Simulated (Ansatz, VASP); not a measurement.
**One calculation of Sr3Ir, two programs**

```
Sr Ir
1.0
     5.02268    0.00000    0.00000
     0.00000    5.02268    0.00000
     0.00000    0.00000    5.02268
Sr Ir
3 1
Direct
  0.00000 0.50000 0.50000
  0.50000 0.00000 0.50000
  0.50000 0.50000 0.00000
  0.00000 0.00000 0.00000
```

Alike in both runs: functional PBE; k mesh 10 × 10 × 10; occupations gaussian, width 0.1 eV; no spin polarisation.

Ansatz relaxed the structure, and its values are those at the end. VASP's run is a single point on that final structure, the one shown.

|  | VASP | Ansatz |
| --- | --- | --- |
| version | VASP 6.6.1 | Ansatz 0.2.0 |
| potentials or method | VASP PAW PBE potentials, release 64 (Sr_sv, Ir), cutoff 520 eV | scalar-relativistic, plane waves, PAW |
| valence electrons in the cell | 39 | 47 |

|  | VASP | Ansatz | Ansatz less VASP |
| --- | --- | --- | --- |
| gap on the k mesh at the Fermi level (eV) | none | none | - |
| pressure (GPa) | 0.1 | 0.0 | -0.10 |

A gap of «none» marks a metal or a gap that the smearing closes. The functional is the same, so the differences come from potentials, cutoffs and numerics. VASP's potentials hold 39 valence electrons a cell and Ansatz's 47, so a difference there can come from the potentials and not from the codes.

Neither program's run includes spin-orbit coupling.
